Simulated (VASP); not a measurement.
Here is a VASP 6.6.1 calculation.

INCAR

```
  PREC = Accurate
  ENCUT = 520
  EDIFF = 1E-6
  ISMEAR = 0
  SIGMA = 0.05
  LREAL = F
  LASPH = T
  NELM = 80
  ALGO = Normal
  ISIF = 2
  LWAVE = F
  LCHARG = F
  GGA = PE
  IBRION = 2
  NSW = 50
  EDIFFG = -0.01
```

KPOINTS

```
regular mesh
0
Gamma
  9 9 6
```

File POSCAR:

```
AlN
1.0
    3.1298889828      0.0000000000      0.0000000000
   -1.5649444914      2.7105633702      0.0000000000
    0.0000000000      0.0000000000      5.0169562961
Al N
2 2
Direct
    0.3333333333      0.6666666667      0.0017290859
    0.6666666667      0.3333333333      0.5017290859
    0.3333333333      0.6666666667      0.3832709141
    0.6666666667      0.3333333333      0.8832709141
```

Potentials or basis: VASP PAW PBE potentials, release 64 (Al, N).

Run with:

```bash
$ cat potpaw_PBE.64/Al/POTCAR potpaw_PBE.64/N/POTCAR > POTCAR
$ mpirun -np 1 vasp_std > vasp.out
```

Estimate the band gap on the k mesh.

4.05 eV.

Final structure:
```
CELL_PARAMETERS angstrom
3.12989 0.00000 0.00000
-1.56494 2.71056 0.00000
0.00000 0.00000 5.01696
ATOMIC_POSITIONS crystal
Al 0.33333 0.66667 0.00173
Al 0.66667 0.33333 0.50173
N 0.33333 0.66667 0.38327
N 0.66667 0.33333 0.88327
```

**Measured values to compare with.**

“Self-assembly of well-separated AlN nanowires directly on sputtered metallic TiN films”, 2019, arxiv:1910.07391 quotes, for a bulk crystal of AlN at 10 K: band gap 6.034 eV (an exciton energy, a little under the gap).

Against the measured gap of AlN, 6.034 eV (an exciton energy, a little under the gap; 10 K; quoted in “Self-assembly of well-separated AlN nanowires directly on sputtered metallic TiN films”, 2019, arxiv:1910.07391), the calculated 4.05 eV is off by -1.99 eV. 2 values of this kind are on record (6.034 to 6.0343 eV); this one was drawn at random. The value is that of PBE on a finite k mesh, which can miss the band edges, without temperature or zero-point motion. Semilocal functionals fall short of measured gaps as a rule.
